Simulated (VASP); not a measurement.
Crystal: CdSe.

```xyz
2
Lattice="0.0000 3.0703 3.0703 3.0703 0.0000 3.0703 3.0703 3.0703 0.0000" Properties=species:S:1:pos:R:3 pbc="T T T"
Cd    0.0000    0.0000    0.0000
Se    1.5351    1.5351    1.5351
```

* Program: VASP 6.6.1
* Task: relaxation of cell and atoms
* Functional: RPBE
* Potentials or basis: VASP PAW PBE potentials, release 64 (Cd, Se)
* Cutoff: 600 eV
* k mesh: 8 × 8 × 8
* Occupations: fermi-dirac, width 0.05 eV
* Spin: no spin polarisation

At the start: pressure 3.4 GPa; volume 28.94 Å³/atom.

Task: Where does the relaxation end?

Result: Over 3 steps the energy falls by 22.1 meV/atom and the volume is 31.15 Å³/atom (+7.6 %); space group F-43m (No. 216, to 0.05 Å).

The path:
```
step  energy change (eV)  largest force (eV/Å)  pressure (GPa)  volume (Å³)
   1              0.0000                0.0000            3.42        57.88
   2             -0.0426                0.0000           -0.54        63.21
   3             -0.0441                0.0000            0.02        62.30
```

Final structure:
```
Cd Se
1.0
     0.00000    3.14650    3.14650
     3.14650    0.00000    3.14650
     3.14650    3.14650    0.00000
Cd Se
1 1
Cartesian
  0.0000 0.0000 0.0000
  1.5732 1.5732 1.5732
```

Caveat: the PAW data sets were made with another functional, which shifts forces and pressure a little.
